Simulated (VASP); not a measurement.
Input of a VASP 6.6.1 run:

The input POSCAR:

```
TiC
1.0
    0.0000000000      2.1853324151      2.1853324151
    2.1853324151      0.0000000000      2.1853324151
    2.1853324151      2.1853324151      0.0000000000
Ti C
1 1
Direct
    0.0000000000      0.0000000000      0.0000000000
    0.5000000000      0.5000000000      0.5000000000
```

The input INCAR.step1:

```
SYSTEM = TiC
PREC = Accurate
ENCUT = 520
ISMEAR = 0
SIGMA = 0.1
LREAL = .FALSE.
LASPH = .TRUE.
NELM = 80
NBANDS = 15
GGA = PE
ALGO = Normal
EDIFF = 1E-4
LWAVE = .TRUE.
LCHARG = .FALSE.
```

INCAR.step2

```
SYSTEM = TiC
PREC = Accurate
ENCUT = 520
EDIFF = 1E-7
ISMEAR = 0
SIGMA = 0.1
LREAL = .FALSE.
LASPH = .TRUE.
NELM = 80
ALGO = Normal
ISIF = 2
LWAVE = .FALSE.
LCHARG = .TRUE.
METAGGA = R2SCAN
LMIXTAU = .TRUE.
LELF = .TRUE.
LVHAR = .TRUE.
NBANDS = 15
ISTART = 1
```

KPOINTS

```
regular mesh
0
G
  16 16 16
  0 0 0
```

Potentials or basis: VASP PAW PBE potentials, release 64 (Ti_sv, C).

The run is started by

```console
$ cat potpaw_PBE.64/Ti_sv/POTCAR potpaw_PBE.64/C/POTCAR > POTCAR
$ cp INCAR.step1 INCAR
$ mpirun -np 1 vasp_std > vasp.out
$ cp INCAR.step2 INCAR
$ mpirun -np 1 vasp_std > vasp.out
```

Problem. Estimate the band gap on the k mesh.

Solution. Zero (bands 8 and 9 overlap by 1.30 eV).

Problem. What does it give for the pressure?

Solution. -6.4 GPa.

Caveat: the cell stands under tension; the PAW data sets were made with another functional, which shifts forces and pressure a little.
